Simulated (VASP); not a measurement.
# Rb (P6_3/mmc) in VASP: further runs

The runs below take Rb through single point, with LDA.

All numbers are computed with VASP 6.6.1; they aren't measurements. Logs are shortened: lines on timing, memory, paths and dates and some standing lists are left out, and cuts for length are marked.

## (1) The cell of the first run

The structure is hexagonal, space group P6_3/mmc (No. 194). Conventional cell: a = 4.782 Å, b = 4.782 Å, c = 7.886 Å, α = 90.00°, β = 90.00°, γ = 120.00°.

## (2) Single point, LDA

INCAR reads:

```
SYSTEM = Rb
ALGO = Normal
EDIFF = 1E-7
ENCUT = 520
ISIF = 2
ISMEAR = -1
LASPH = .True.
LCHARG = .False.
LREAL = .False.
LWAVE = .False.
NBANDS = 16
NELM = 80
PREC = Accurate
SIGMA = 0.1
```

KPOINTS reads:

```
k-points
0
Gamma
  7 7 4
  0 0 0
```

POSCAR reads:

```
Rb
1.0
    4.7824335642      0.0000000000      0.0000000000
   -2.3912167821      4.1417089585      0.0000000000
    0.0000000000      0.0000000000      7.8859862605
Rb
2
Direct
    0.3333333333      0.6666666667      0.2500000000
    0.6666666667      0.3333333333      0.7500000000
```

Potentials or basis: VASP PAW LDA potentials, release 64 (Rb_sv).

Started as:

```console
> cat potpaw_LDA.64/Rb_sv/POTCAR > POTCAR
> mpirun -np 1 vasp_std > vasp.out
```

OUTCAR:

```text
SYSTEM = Rb
   EDIFF = 1E-7
   ENCUT = 520
   ISIF = 2
   ISMEAR = -1
   LASPH = .True.
   LREAL = .False.
   NELM = 80
   PREC = Accurate

 ion  position               nearest neighbor table
   1  0.333  0.667  0.250-   2 4.81   2 4.81   2 4.81   2 4.81   2 4.81   2 4.81
   2  0.667  0.333  0.750-   1 4.81   1 4.81   1 4.81   1 4.81   1 4.81   1 4.81

  LATTYP: Found a hexagonal cell.
 ALAT       =     4.7824335642
 C/A-ratio  =     1.6489484181

  Lattice vectors:

 A1 = (   4.7824335642,   0.0000000000,   0.0000000000)
 A2 = (  -2.3912167821,   4.1417089585,   0.0000000000)
 A3 = (   0.0000000000,   0.0000000000,   7.8859862605)

Analysis of symmetry for initial positions (statically):
=====================================================================
 Subroutine PRICEL returns:
 Original cell was already a primitive cell.

 Routine SETGRP: Setting up the symmetry group for a
 hexagonal supercell.

 Subroutine GETGRP returns: Found 24 space group operations
 (whereof 12 operations were pure point group operations)
 out of a pool of 24 trial point group operations.

The static configuration has the point symmetry D_3d.
 The point group associated with its full space group is D_6h.

Analysis of symmetry for dynamics (positions and initial velocities):
=====================================================================
 Subroutine PRICEL returns:
 Original cell was already a primitive cell.

 Routine SETGRP: Setting up the symmetry group for a
 hexagonal supercell.

 Subroutine GETGRP returns: Found 24 space group operations
 (whereof 12 operations were pure point group operations)
 out of a pool of 24 trial point group operations.

The dynamic configuration has the point symmetry D_3d.
 The point group associated with its full space group is D_6h.

 Subroutine INISYM returns: Found 24 space group operations
 (whereof 12 operations are pure point group operations),
 and found     1 'primitive' translations

----------------------------------------------------------------------------------------

                                     Primitive cell

  volume of cell :     156.2013

  direct lattice vectors                    reciprocal lattice vectors
     4.782433564  0.000000000  0.000000000     0.209098566  0.120723113  0.000000000
    -2.391216782  4.141708958  0.000000000     0.000000000  0.241446227  0.000000000
     0.000000000  0.000000000  7.885986261     0.000000000  0.000000000  0.126807221

  length of vectors
     4.782433564  4.782433564  7.885986261     0.241446227  0.241446227  0.126807221

  position of ions in fractional coordinates (direct lattice)
     0.333333333  0.666666667  0.250000000
     0.666666667  0.333333333  0.750000000

  ion indices of the primitive-cell ions
   primitive index   ion index
                 1           1
                 2           2

----------------------------------------------------------------------------------------

 KPOINTS: k-points

Automatic generation of k-mesh.
 Grid dimensions read from file:
 generate k-points for:    7    7    4

 Generating k-lattice:

  Cartesian coordinates                     Fractional coordinates (reciprocal lattice)
     0.029871224  0.017246159  0.000000000     0.142857143  0.000000000  0.000000000
     0.000000000  0.034492318  0.000000000     0.000000000  0.142857143  0.000000000
     0.000000000  0.000000000  0.031701805     0.000000000  0.000000000  0.250000000

  Length of vectors
     0.034492318  0.034492318  0.031701805

  Shift w.r.t. Gamma in fractional coordinates (k-lattice)
     0.000000000  0.000000000  0.000000000

 Subroutine IBZKPT returns following result:
 ===========================================

 Found     24 irreducible k-points:

 Following reciprocal coordinates:
            Coordinates               Weight
  0.000000  0.000000  0.000000      1.000000
  0.142857  0.000000  0.000000      6.000000
  0.285714  0.000000  0.000000      6.000000
  0.428571  0.000000  0.000000      6.000000
  0.142857  0.142857  0.000000      6.000000
  0.285714  0.142857  0.000000     12.000000
[... 16 lines left out ...]
  0.428571  0.142857  0.500000      6.000000
  0.285714  0.285714  0.500000      6.000000
   k-points           NKPTS =     24   k-points in BZ     NKDIM =     24   number of bands    NBANDS=     16
   number of dos      NEDOS =    301   number of ions     NIONS =      2
   total plane-waves  NPLWV =  77760
   dimension x,y,z NGX =    36 NGY =   36 NGZ =   60
   dimension x,y,z NGXF=    72 NGYF=   72 NGZF=  120
   ions per type =               2
   NGX,Y,Z   is equivalent  to a cutoff of  12.51, 12.51, 12.65 a.u.
   NGXF,Y,Z  is equivalent  to a cutoff of  25.03, 25.03, 25.30 a.u.
 SYSTEM =  Rb
   PREC   = accura    normal or accurate (medium, high low for compatibility)
   ISTART =      0    job   : 0-new  1-cont  2-samecut
   ICHARG =      2    charge: 1-file 2-atom 10-const
   ISPIN  =      1    spin polarized calculation?
   LNONCOLLINEAR =      F non collinear calculations
   LSORBIT =      F    spin-orbit coupling
   LASPH  =      T    aspherical Exc in radial PAW
   ENCUT  =  520.0 eV  38.22 Ry    6.18 a.u.   8.89  8.89 14.66*2*pi/ulx,y,z
   NELM   =     80;   NELMIN=  2; NELMDL= -5     # of ELM steps
   EDIFF  = 0.1E-06   stopping-criterion for ELM
   LREAL  =      F    real-space projection
   EDIFFG = 0.1E-05   stopping-criterion for IOM
   NSW    =      0    number of steps for IOM
   IBRION =     -1    ionic relax: 0-MD 1-quasi-New 2-CG
   NFREE  =      0    steps in history (QN), initial steepest desc. (CG)
   ISIF   =      2    stress and relaxation
   ISYM   =      2    0-nonsym 1-usesym 2-fastsym
   POTIM  = 0.5000    time-step for ionic-motion
   TEBEG  =    0.0;   TEEND  =   0.0 temperature during run
   PSTRESS=    0.0 pullay stress
   NELECT =      18.0000    total number of electrons
   NUPDOWN=      -1.0000    fix difference up-down
   EMIN   =  10.00;   EMAX   =-10.00  energy-range for DOS
   EFERMI =   0.00;   METHOD = LEGACY
   ISMEAR =    -1;   SIGMA  =   0.10  broadening in eV -4-tet -1-fermi 0-gaus
   EFERMI_NEDOS =   21; number of points for ismear=-14 and -15
   IALGO  =     38    algorithm
   IMIX   =      4    mixing-type and parameters
     AMIX     =   0.40;   BMIX     =  1.00
     AMIX_MAG =   1.60;   BMIX_MAG =  1.00
  volume/ion in A,a.u.               =      78.10       527.05
  Fermi-wavevector in a.u.,A,eV,Ry     =   0.796656  1.505462  8.635084  0.634661
  Thomas-Fermi vector in A             =   1.903221
   LORBIT       =      0    0 simple, 1 ext, 2 COOP (PROOUT), +10 PAW based schemes
   GGA     = CA    functional components
   LHFCALC =     F    Hartree Fock is set to
   AEXX    =    0.0000 exact exchange contribution
   IVDW    =     0    specifies the selected vdW correction
   LEPSILON=     F    determine dielectric tensor
   LRPA    =     F    only Hartree local field effects (RPA)
 non-spin polarized calculation
  energy-cutoff  :      520.00
  volume of cell :      156.20
 maximum number of plane-waves:      4231
 NGX is ok and might be reduce to    36
   NGX = 17   NGY = 17   NGZ = 29

 number of electron      18.0000000 magnetization

 Free energy of the ion-electron system (eV)
  ---------------------------------------------------
  ext. energy  EPLUGINS =         0.00000000
  ---------------------------------------------------
  free energy    TOTEN  =        -2.15491836 eV

  energy without entropy =       -2.10006465  energy(sigma->0) =       -2.12749151

 E-fermi :   0.1471     XC(G=0):  -6.0803

 val. band max:        0.1011488346   @ k =   0.1429   0.1429   0.2500
 cond. band min:       0.1735111054   @ k =   0.0000   0.0000   0.0000
 fundamental gap:      0.0723622708
 Fermi energy:         0.1471392099

 k-point     1 :       0.0000    0.0000    0.0000
  band No.  band energies     occupation
      1     -28.5693      2.00000
      2     -28.5614      2.00000
      3     -12.8126      2.00000
      4     -12.6711      2.00000
      5     -12.6711      2.00000
      6     -12.6514      2.00000
[... 8 lines left out ...]
     15       4.1122      0.00000
     16       4.1122      0.00000

 k-point     2 :       0.1429    0.0000    0.0000
  band No.  band energies     occupation
      1     -28.5678      2.00000
      2     -28.5607      2.00000
      3     -12.8020      2.00000
      4     -12.6956      2.00000
      5     -12.6786      2.00000
      6     -12.6755      2.00000
[... 8 lines left out ...]
     15       4.0492      0.00000
     16       4.0609      0.00000

 k-point     3 :       0.2857    0.0000    0.0000
  band No.  band energies     occupation
      1     -28.5645      2.00000
      2     -28.5592      2.00000
      3     -12.7749      2.00000
      4     -12.7513      2.00000
      5     -12.7298      2.00000
      6     -12.6947      2.00000
[... 8 lines left out ...]
     15       3.8867      0.00000
     16       4.3969      0.00000

 k-point     4 :       0.4286    0.0000    0.0000
  band No.  band energies     occupation
      1     -28.5614      2.00000
      2     -28.5584      2.00000
      3     -12.7961      2.00000
      4     -12.7713      2.00000
      5     -12.7455      2.00000
      6     -12.7071      2.00000
[... 8 lines left out ...]
     15       3.6292      0.00000
     16       4.8717      0.00000
[... 324 lines left out ...]
 k-point    22 :       0.2857    0.1429    0.5000
  band No.  band energies     occupation
      1     -28.5603      2.00000
      2     -28.5603      2.00000
      3     -12.7855      2.00000
      4     -12.7855      2.00000
      5     -12.7080      2.00000
      6     -12.7080      2.00000
[... 8 lines left out ...]
     15       3.8613      0.00000
     16       3.8613      0.00000

 k-point    23 :       0.4286    0.1429    0.5000
  band No.  band energies     occupation
      1     -28.5594      2.00000
      2     -28.5594      2.00000
      3     -12.8013      2.00000
      4     -12.8013      2.00000
      5     -12.7155      2.00000
      6     -12.7155      2.00000
[... 8 lines left out ...]
     15       3.9244      0.00000
     16       3.9244      0.00000

 k-point    24 :       0.2857    0.2857    0.5000
  band No.  band energies     occupation
      1     -28.5591      2.00000
      2     -28.5591      2.00000
      3     -12.7859      2.00000
      4     -12.7859      2.00000
      5     -12.7391      2.00000
      6     -12.7391      2.00000
[... 8 lines left out ...]
     15       3.9383      0.00000
     16       3.9383      0.00000

------------------------ aborting loop because EDIFF is reached ----------------------------------------

  FORCE on cell =-STRESS in cart. coord.  units (eV):
  Direction    XX          YY          ZZ          XY          YZ          ZX
  --------------------------------------------------------------------------------------
  -------------------------------------------------------------------------------------
  Total       -0.0176873     -0.0176873     -0.0028235      0.0000000     -0.0000000      0.0000000
  in kB       -0.1814209     -0.1814209     -0.0289615      0.0000000     -0.0000000      0.0000000
  external PRESSURE =      -0.1306011 kB  Pullay stress =       0.0000000 kB

 VOLUME and BASIS-vectors are now :
 -----------------------------------------------------------------------------
  energy-cutoff  :      520.00
  volume of cell :      156.20
      direct lattice vectors                 reciprocal lattice vectors
     4.782433564  0.000000000  0.000000000     0.209098566  0.120723113  0.000000000
    -2.391216782  4.141708958  0.000000000     0.000000000  0.241446227  0.000000000
     0.000000000  0.000000000  7.885986261     0.000000000  0.000000000  0.126807221

 POSITION                                       TOTAL-FORCE (eV/Angst)
 -----------------------------------------------------------------------------------
     -0.00000      2.76114      1.97150        -0.000000      0.000000      0.000000
      2.39122      1.38057      5.91449         0.000000      0.000000      0.000000
 -----------------------------------------------------------------------------------
    total drift:                               -0.000000      0.000000     -0.000000

  FREE ENERGIE OF THE ION-ELECTRON SYSTEM (eV)
  ---------------------------------------------------
  free  energy   TOTEN  =        -2.1549183647 eV

  energy  without entropy=       -2.1000646465  energy(sigma->0) =       -2.12749151
```

Wall time 40 s (1 thread of AMD EPYC 7R43 (Zen 3), shared host); peak memory 0.19 GiB.

What came out:

```
Free energy            : -2.1549 eV
Pressure               : 0.0 GPa
Band gap on the k mesh : zero (band 9 reaches 0.81 eV, above the bottom of band 10 at -1.29 eV)
```

Levels at points of the mesh, in eV from the Fermi level:
```
           k point  band 7  band 8  band 9  band 10  band 11  band 12
(0.00, 0.00, 0.00)  -12.80  -12.80   -2.20     0.03     0.80     3.54
(0.00, 0.00, 0.50)  -12.81  -12.81   -1.44    -1.44     2.33     2.33
```

(Continued in part 2 of 2.)
